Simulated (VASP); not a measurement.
Write the native input for VASP 6.6.1 that does the following.

```yaml
Task: relaxation of shape and atoms at fixed volume
Functional: PBE
Potentials_or_basis: VASP PAW PBE potentials, release 64 (Sr_sv)
Cutoff: 600 eV
k_mesh: 5 × 5 × 7
Occupations: fermi-dirac, width 0.1 eV
Spin: no spin polarisation
Dipole_correction: no
Further_INCAR_settings: ALGO = Normal; EDIFF = 1e-06; IBRION = 2; EDIFFG = -0.005; NSW = 50; ISIF = 4
```

The structure of Sr lies in POSCAR:

```
Sr
1.0
    5.1689301519      0.0000000000      0.0000000000
   -2.5844650760      4.4764248220      0.0000000000
    0.0000000000      0.0000000000      3.0902506361
Sr
3
Direct
    0.0000000000      0.0000000000      0.0000000000
    0.3333333333      0.6666666667      0.5000000000
    0.6666666667      0.3333333333      0.5000000000
```

The input as run:

INCAR

```
ALGO = Normal
EDIFF = 1E-6
EDIFFG = -0.005
ENCUT = 600
GGA = PE
IBRION = 2
ISIF = 4
ISMEAR = -1
LASPH = T
LCHARG = F
LREAL = F
LWAVE = F
NELM = 60
NSW = 50
PREC = Accurate
SIGMA = 0.1
```

KPOINTS

```
k-points
0
Gamma
  5 5 7
```

Potentials or basis: VASP PAW PBE potentials, release 64 (Sr_sv).

Run with:

```bash
$ cat potpaw_PBE.64/Sr_sv/POTCAR > POTCAR
$ mpirun -np 1 vasp_std > vasp.out
```

It gave:

```json
{
 "Energy gained by relaxing": "1.9 meV/atom",
 "Ionic steps": "4",
 "Pressure after relaxing": "32.6 GPa",
 "Band gap on the k mesh": "zero (band 15 reaches 6.85 eV, above the bottom of band 16 at 4.96 eV)"
}
```

Wall time 68 s on 1 thread of Intel(R) Xeon(R) Platinum 8488C (Sapphire Rapids) (shared host), peak memory 0.22 GiB.
